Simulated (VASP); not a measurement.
**KBr: single point with PBE**

Crystal: KBr.

```
CELL_PARAMETERS angstrom
0.00000 3.02910 3.42420
3.02910 0.00000 3.42420
3.02910 3.02910 0.00000
ATOMIC_POSITIONS crystal
K 0.00000 0.00000 0.00000
Br 0.50000 0.50000 0.50000
```

This cell differs from its parent crystal: strain -0.080 along x and y, +0.040 along z.

```
Program                : VASP 6.6.1
Task                   : single point
Functional             : PBE
Potentials or basis    : VASP PAW PBE potentials, release 64 (K_sv, Br)
Cutoff                 : 520 eV
k mesh                 : 6 × 6 × 6
Occupations            : gaussian, width 0.05 eV
Spin                   : no spin polarisation
Dipole correction      : no
Further INCAR settings : ALGO = Normal; EDIFF = 1e-07; NBANDS = 15
```

```yaml
Pressure: 4.9 GPa
Band_gap_on_the_k_mesh: 4.69 eV, direct
```

Stress tensor (GPa, compression positive):
```
7.10 0.00 0.00
0.00 7.10 0.00
0.00 0.00 0.44
```

Levels at points of the mesh, in eV from the valence-band top:
```tsv
k point	band 6	band 7	band 8	band 9	band 10	band 11
(0.00, 0.00, 0.00)	-0.15	0.00	0.00	4.69	7.01	7.85
(0.50, 0.00, 0.00)	-1.55	-0.57	-0.52	6.77	8.57	10.05
(0.50, 0.50, 0.00)	-1.15	-0.23	-0.23	5.70	7.71	9.34
(0.50, 0.00, 0.50)	-0.91	-0.45	-0.44	5.59	7.66	9.69
```

It took 52 s on 1 thread of AMD EPYC 7R13, with other jobs on the host, peak memory 0.17 GiB.

Caveat: the cell differs from its parent crystal (strain -0.080 along x and y, +0.040 along z).
